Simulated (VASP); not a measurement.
Wanted: the native input for a VASP 6.6.1 run.

| Property | Result |
| --- | --- |
| Task | single point |
| Functional | LDA |
| Potentials or basis | VASP PAW LDA potentials, release 64 (Sb, Pb_d) |
| Cutoff | 520 eV |
| k mesh | 14 × 14 × 14 |
| Occupations | gaussian, width 0.15 eV |
| Spin | no spin polarisation |
| Dipole correction | no |
| Further INCAR settings | ALGO = Normal; EDIFF = 1e-06; NBANDS = 16 |

The structure of SbPb lies in POSCAR:

```
SbPb
1.0
    0.0000000000      3.1820281618      3.1820281618
    3.1820281618      0.0000000000      3.1820281618
    3.1820281618      3.1820281618      0.0000000000
Sb Pb
1 1
Direct
    0.5000000000      0.5000000000      0.5000000000
    0.0000000000      0.0000000000      0.0000000000
```

This cell differs from its parent crystal: volume 32.219 Å^3 an atom, c/a of the conventional cell 1.0000.

The input as run:

INCAR

```
  PREC = Accurate
  ENCUT = 520
  EDIFF = 1E-6
  ISMEAR = 0
  SIGMA = 0.15
  LREAL = F
  LASPH = T
  NELM = 80
  ALGO = Normal
  ISIF = 2
  LWAVE = F
  LCHARG = F
  NBANDS = 16
```

KPOINTS

```
regular mesh
0
Gamma
  14 14 14
```

Potentials or basis: VASP PAW LDA potentials, release 64 (Sb, Pb_d).

Launch:

```bash
$ cat potpaw_LDA.64/Sb/POTCAR potpaw_LDA.64/Pb_d/POTCAR > POTCAR
$ mpirun -np 1 vasp_std > vasp.out
```

Results of the run:

| Quantity | Value |
| --- | --- |
| Pressure | -3.5 GPa |

Wall time 29 s on 1 thread of Intel(R) Xeon(R) 6975P-C (Granite Rapids), on a shared host, peak memory 0.25 GiB.
